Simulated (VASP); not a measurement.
# BN (I-4m2) in VASP: further runs

Runs on BN. Level: PBE. Tasks: single point.

All numbers are computed with VASP 6.6.1; they aren't measurements. Logs are shortened: lines on timing, memory, paths and dates and some standing lists are left out, and cuts for length are marked.

## Step 1: The cell of the first run

The structure is tetragonal, space group I-4m2 (No. 119). Conventional cell: a = 2.359 Å, b = 2.359 Å, c = 3.771 Å, α = 90.00°, β = 90.00°, γ = 90.00°. B (site symmetry -4m2) has 4 N at 1.51 Å within 2.0 Å. Within 2.0 Å of N (site symmetry -4m2) lie 4 B at 1.51 Å.

## Step 2: Single point, PBE (strain -0.080 along x and y, +0.040 along z)

The input, INCAR:

```
ALGO     = Normal         # electronic algorithm
EDIFF    = 1E-6           # SCF threshold, eV
ENCUT    = 520            # plane-wave cutoff, eV
GGA      = PE             # functional
ISIF     = 2              # what is computed and relaxed
ISMEAR   = 0              # smearing method
LASPH    = T              # aspherical terms in the spheres
LCHARG   = T              # write CHGCAR
LELF     = T              # ELF
LREAL    = F              # projectors in reciprocal space
LVHAR    = T            
LWAVE    = F              # write WAVECAR
NBANDS   = 11             # bands
NELM     = 100            # most SCF steps
PREC     = Accurate       # precision mode
SIGMA    = 0.05           # smearing width, eV
```

The input, KPOINTS:

```
k-points
0
Gamma
  12 12 12
```

The input, POSCAR:

```
BN
1.0
    0.0000000000      1.6679609200      1.8855210400
    1.6679609200      0.0000000000      1.8855210400
    1.6679609200      1.6679609200      0.0000000000
B N
1 1
Direct
    0.0000000000      0.0000000000      0.0000000000
    0.7500000000      0.7500000000      0.7500000000
```

Potentials or basis: VASP PAW PBE potentials, release 64 (B, N).

Command:

```
$ cat potpaw_PBE.64/B/POTCAR potpaw_PBE.64/N/POTCAR > POTCAR
$ mpirun -np 1 vasp_std > vasp.out
```

OUTCAR:

```text
EDIFF = 1E-6
   ENCUT = 520
   GGA = PE
   ISIF = 2
   ISMEAR = 0
   LASPH = T
   LREAL = F
   NELM = 100
   PREC = Accurate

 ion  position               nearest neighbor table
   1  0.000  0.000  0.000-   2 1.51   2 1.51   2 1.51   2 1.51
   2  0.750  0.750  0.750-   1 1.51   1 1.51   1 1.51   1 1.51

  LATTYP: Found a body centered tetragonal cell.
 ALAT       =     2.3588529546
 C/A-ratio  =     1.5986762009

  Lattice vectors:

 A1 = (  -1.6679609200,   0.0000000000,   1.8855210400)
 A2 = (   1.6679609200,   0.0000000000,   1.8855210400)
 A3 = (   0.0000000000,   1.6679609200,  -1.8855210400)

Analysis of symmetry for initial positions (statically):
=====================================================================
 Subroutine PRICEL returns:
 Original cell was already a primitive cell.

 Routine SETGRP: Setting up the symmetry group for a
 body centered tetragonal supercell.

 Subroutine GETGRP returns: Found  8 space group operations
 (whereof  8 operations were pure point group operations)
 out of a pool of 16 trial point group operations.

The static configuration has the point symmetry D_2d.

Analysis of symmetry for dynamics (positions and initial velocities):
=====================================================================
 Subroutine PRICEL returns:
 Original cell was already a primitive cell.

 Routine SETGRP: Setting up the symmetry group for a
 body centered tetragonal supercell.

 Subroutine GETGRP returns: Found  8 space group operations
 (whereof  8 operations were pure point group operations)
 out of a pool of 16 trial point group operations.

The dynamic configuration has the point symmetry D_2d.

 Subroutine INISYM returns: Found  8 space group operations
 (whereof  8 operations are pure point group operations),
 and found     1 'primitive' translations

----------------------------------------------------------------------------------------

                                     Primitive cell

  volume of cell :      10.4914

  direct lattice vectors                    reciprocal lattice vectors
     0.000000000  1.667960920  1.885521040    -0.299767215  0.299767215  0.265178690
     1.667960920  0.000000000  1.885521040     0.299767215 -0.299767215  0.265178690
     1.667960920  1.667960920  0.000000000     0.299767215  0.299767215 -0.265178690

  length of vectors
     2.517396120  2.517396120  2.358852955     0.500040503  0.500040503  0.500040503

[... 82 lines left out ...]
   EDIFFG = 0.1E-04   stopping-criterion for IOM
   NSW    =      0    number of steps for IOM
   IBRION =     -1    ionic relax: 0-MD 1-quasi-New 2-CG
   NFREE  =      0    steps in history (QN), initial steepest desc. (CG)
   ISIF   =      2    stress and relaxation
   ISYM   =      2    0-nonsym 1-usesym 2-fastsym
   POTIM  = 0.5000    time-step for ionic-motion
   TEBEG  =    0.0;   TEEND  =   0.0 temperature during run
   PSTRESS=    0.0 pullay stress
   NELECT =       8.0000    total number of electrons
   NUPDOWN=      -1.0000    fix difference up-down
   EMIN   =  10.00;   EMAX   =-10.00  energy-range for DOS
   EFERMI =   0.00;   METHOD = LEGACY
   ISMEAR =     0;   SIGMA  =   0.05  broadening in eV -4-tet -1-fermi 0-gaus
   EFERMI_NEDOS =   21; number of points for ismear=-14 and -15
   IALGO  =     38    algorithm
   IMIX   =      4    mixing-type and parameters
     AMIX     =   0.40;   BMIX     =  1.00
     AMIX_MAG =   1.60;   BMIX_MAG =  1.00
  volume/ion in A,a.u.               =       5.25        35.40
  Fermi-wavevector in a.u.,A,eV,Ry     =   1.495640  2.826350 30.435410  2.236940
  Thomas-Fermi vector in A             =   2.607759
   LORBIT       =      0    0 simple, 1 ext, 2 COOP (PROOUT), +10 PAW based schemes
   GGA     = PE    functional components
   LHFCALC =     F    Hartree Fock is set to
   AEXX    =    0.0000 exact exchange contribution
   IVDW    =     0    specifies the selected vdW correction
   LEPSILON=     F    determine dielectric tensor
   LRPA    =     F    only Hartree local field effects (RPA)
 non-spin polarized calculation
 Gauss-broadening in eV      SIGMA  =   0.05
  energy-cutoff  :      520.00
  volume of cell :       10.49
 maximum number of plane-waves:       292
   NGX =  9   NGY =  9   NGZ =  9

 number of electron       8.0000000 magnetization

 Free energy of the ion-electron system (eV)
  ---------------------------------------------------
  ext. energy  EPLUGINS =         0.00000000
  ---------------------------------------------------
  free energy    TOTEN  =       -16.95562999 eV

  energy without entropy =      -16.95562999  energy(sigma->0) =      -16.95562999

 E-fermi :   9.7366     XC(G=0): -13.4342

 val. band max:        9.5002047597   @ k =   0.0000   0.0000   0.0000
 cond. band min:      12.8444621049   @ k =   0.5000   0.0000   0.5000
 fundamental gap:      3.3442573452
 Fermi energy:         9.7366010470

 k-point     1 :       0.0000    0.0000    0.0000
  band No.  band energies     occupation
      1     -12.6788      2.00000
      2       7.8941      2.00000
      3       9.5002      2.00000
      4       9.5002      2.00000
      5      18.1990      0.00000
      6      18.1990      0.00000
      7      19.1057      0.00000
      8      21.1510      0.00000
      9      33.6558      0.00000
     10      34.9386      0.00000
     11      36.1307      0.00000
[... 309 lines left out ...]
 k-point    24 :      -0.4167    0.1667    0.0000
  band No.  band energies     occupation
      1      -7.4151      2.00000
      2      -2.2126      2.00000
      3       3.2632      2.00000
      4       7.3401      2.00000
      5      19.4667      0.00000
      6      22.1985      0.00000
      7      22.5827      0.00000
      8      26.0881      0.00000
      9      32.7197      0.00000
     10      36.1785      0.00000
     11      37.3466      0.00000

 [... further k-points ...]
[... 5 lines left out ...]
  --------------------------------------------------------------------------------------
  -------------------------------------------------------------------------------------
  Total        6.0729621      6.0729621     -0.4447375      0.0000000      0.0000000      0.0000000
  in kB      927.4233588    927.4233588    -67.9174215      0.0000000      0.0000000      0.0000000
  external PRESSURE =     595.6430987 kB  Pullay stress =       0.0000000 kB

 VOLUME and BASIS-vectors are now :
 -----------------------------------------------------------------------------
  energy-cutoff  :      520.00
  volume of cell :       10.49
      direct lattice vectors                 reciprocal lattice vectors
     0.000000000  1.667960920  1.885521040    -0.299767215  0.299767215  0.265178690
     1.667960920  0.000000000  1.885521040     0.299767215 -0.299767215  0.265178690
     1.667960920  1.667960920  0.000000000     0.299767215  0.299767215 -0.265178690

 POSITION                                       TOTAL-FORCE (eV/Angst)
 -----------------------------------------------------------------------------------
      0.00000      0.00000      0.00000         0.000000      0.000000      0.000000
      2.50194      2.50194      2.82828        -0.000000     -0.000000     -0.000000
 -----------------------------------------------------------------------------------
    total drift:                                0.000001      0.000001      0.000005

  FREE ENERGIE OF THE ION-ELECTRON SYSTEM (eV)
  ---------------------------------------------------
  free  energy   TOTEN  =       -16.9556299870 eV

  energy  without entropy=      -16.9556299870  energy(sigma->0) =      -16.95562999
```

OSZICAR:

```text
N       E                     dE             d eps       ncg     rms          rms(c)
DAV:   1     0.108659621613E+02    0.10866E+02   -0.51062E+03  3709   0.734E+02
DAV:   2    -0.176554167248E+02   -0.28521E+02   -0.27709E+02  4207   0.172E+02
DAV:   3    -0.181235569401E+02   -0.46814E+00   -0.46761E+00  4228   0.186E+01
DAV:   4    -0.181240135606E+02   -0.45662E-03   -0.45661E-03  3832   0.647E-01
DAV:   5    -0.181240139119E+02   -0.35126E-06   -0.35128E-06  4120   0.175E-02    0.743E+00
DAV:   6    -0.170820911649E+02    0.10419E+01   -0.28788E+00  3790   0.103E+01    0.369E+00
DAV:   7    -0.169725765500E+02    0.10951E+00   -0.16654E-01  4068   0.327E+00    0.209E+00
DAV:   8    -0.169553372285E+02    0.17239E-01   -0.39240E-02  4069   0.149E+00    0.254E-01
DAV:   9    -0.169555575182E+02   -0.22029E-03   -0.87123E-04  3751   0.269E-01    0.952E-02
DAV:  10    -0.169556259798E+02   -0.68462E-04   -0.10276E-04  3921   0.865E-02    0.161E-02
DAV:  11    -0.169556299448E+02   -0.39650E-05   -0.65610E-06  4069   0.216E-02    0.111E-02
DAV:  12    -0.169556299870E+02   -0.42162E-07   -0.11405E-06  2092   0.768E-03
   1 F= -.16955630E+02 E0= -.16955630E+02  d E =-.639453E-14
```

stdout:

```text
POSCAR found type information on POSCAR B N
 POSCAR found :  2 types and       2 ions
 scaLAPACK will be used
 LDA part: xc-table for (Slater+PW92), standard interpolation
 POSCAR, INCAR and KPOINTS ok, starting setup
 FFT: planning ... GRIDC
 FFT: planning ... GRID_SOFT
 FFT: planning ... GRID
 WAVECAR not read
 entering main loop
```

It took 24 s on 1 thread of AMD EPYC 7R43 (Zen 3), shared host; peak memory 0.09 GiB.

What came out:

```
Free energy            : -16.9556 eV
Pressure               : 59.6 GPa
Band gap on the k mesh : 3.34 eV, indirect (least direct gap 8.48 eV)
```

Caveat: the cell differs from its parent crystal (strain -0.080 along x and y, +0.040 along z).

(Part 1 of 2 ends here.)
